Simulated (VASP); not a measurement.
A run of VASP 6.6.1 is set up as follows.

INCAR

```
SYSTEM = Cs
  PREC = Accurate
  ENCUT = 520
  EDIFF = 1E-6
  ISMEAR = -1
  SIGMA = 0.01
  LREAL = .False.
  LASPH = .True.
  NELM = 80
  ALGO = Normal
  ISIF = 2
  LWAVE = .False.
  LCHARG = .False.
  GGA = PE
  NBANDS = 10
```

KPOINTS

```
regular mesh
0
Gamma
  7 7 7
  0 0 0
```

Contents of POSCAR:

```
Cs
1.0
   -3.0771709509      3.0771709509      3.0771709509
    3.0771709509     -3.0771709509      3.0771709509
    3.0771709509      3.0771709509     -3.0771709509
Cs
1
Direct
    0.0000000000      0.0000000000      0.0000000000
```

Potentials or basis: VASP PAW PBE potentials, release 64 (Cs_sv).

The run is started by

```console
$ cat potpaw_PBE.64/Cs_sv/POTCAR > POTCAR
$ mpirun -np 1 vasp_std > vasp.out
```

Task: What does it give for the pressure?

Result: 0.0 GPa.
